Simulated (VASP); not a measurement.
Here is a VASP 6.6.1 calculation.

Contents of INCAR:

```
PREC = Accurate ; ENCUT = 520
EDIFF = 1E-6 ; ISMEAR = 0
SIGMA = 0.05 ; LREAL = F
LASPH = T ; NELM = 80
ALGO = Normal ; ISIF = 2
LWAVE = F ; LCHARG = F
GGA = PE ; NBANDS = 11
```

The input KPOINTS:

```
Automatic mesh
0
Gamma
  12 12 12
```

File POSCAR:

```
C
1.0
    0.0000000000      1.7388150000      1.7834000000
    1.7388150000      0.0000000000      1.7834000000
    1.7388150000      1.7388150000      0.0000000000
C
2
Direct
    0.5000000000      0.5000000000      0.5000000000
    0.7500000000      0.7500000000      0.7500000000
```

Potentials or basis: VASP PAW PBE potentials, release 64 (C).

Launch:

```bash
$ cat potpaw_PBE.64/C/POTCAR > POTCAR
$ mpirun -np 1 vasp_std > vasp.out
```

Question: Estimate the pressure.

Answer: 27.1 GPa.

Question: Estimate the band gap on the k mesh.

Answer: 3.94 eV, indirect (least direct gap 5.49 eV).

Stress tensor (GPa, compression positive):
```
35.56  0.00  0.00
 0.00 35.56  0.00
 0.00  0.00 10.08
```

Caveat: the cell differs from its parent crystal (strain -0.0250 x Voigt [1, 1, 0, 0, 0, 0]). A k mesh can miss the band edges.
